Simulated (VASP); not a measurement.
Crystal: Cl.

```
CELL_PARAMETERS angstrom
3.14500 -2.25000 0.00000
3.14500 2.25000 0.00000
0.00000 0.00000 8.21000
ATOMIC_POSITIONS crystal
Cl 0.37000 0.63000 0.40000
Cl 0.13000 0.87000 0.90000
Cl 0.63000 0.37000 0.60000
Cl 0.87000 0.13000 0.10000
```

```yaml
Program: VASP 6.6.1
Task: relaxation of cell and atoms
Functional: PBE
Dispersion: D3(BJ)
Potentials_or_basis: VASP PAW PBE potentials, release 64 (Cl)
Cutoff: 600 eV
k_mesh: 7 × 7 × 4
Occupations: fermi-dirac, width 0.05 eV
Spin: no spin polarisation
```

At the start: pressure -0.7 GPa; volume 29.05 Å³/atom.

**Question.** How do energy, volume and symmetry change on relaxing?

**Answer.** Over 21 steps the energy falls by 10.9 meV/atom and the volume is 27.21 Å³/atom (-6.3 %); space group Cmce (No. 64, to 0.1 Å) before and after.

The path:
```
step  energy change (eV)  largest force (eV/Å)  pressure (GPa)  volume (Å³)
   1              0.0000                0.1591           -0.70       116.19
   2             -0.0002                0.4656            0.55       114.08
   3             -0.0056                0.1740           -0.08       115.11
   4             -0.0113                0.1623           -0.08       114.32
   5             -0.0257                0.1252           -0.01       111.94
   6             -0.0353                0.0751            0.37       107.23
   7             -0.0360                0.0852            0.25       108.33
   8             -0.0262                0.3927           -0.89       109.55
   9             -0.0368                0.0253            0.00       108.59
  10             -0.0381                0.0257           -0.02       108.80
  11             -0.0407                0.0291           -0.07       109.42
  12             -0.0420                0.0501           -0.18       110.54
  13             -0.0386                0.2264            0.49       109.71
  14             -0.0422                0.0186           -0.06       110.38
  15             -0.0426                0.0147           -0.05       110.05
  16             -0.0432                0.0183           -0.02       109.05
  17             -0.0433                0.0234           -0.01       108.65
  18             -0.0426                0.0969            0.29       108.24
  19             -0.0433                0.0023            0.05       108.57
  20             -0.0435                0.0035            0.04       108.73
  21             -0.0435                0.0077            0.03       108.85
```

Final structure:
```
Cl
1.0
     3.26971   -2.05539    0.00000
     3.26971    2.05539    0.00000
     0.00000    0.00000    8.09804
Cl
4
Direct
  0.37636 0.62364 0.39235
  0.12364 0.87636 0.89235
  0.62364 0.37636 0.60765
  0.87636 0.12364 0.10765
```
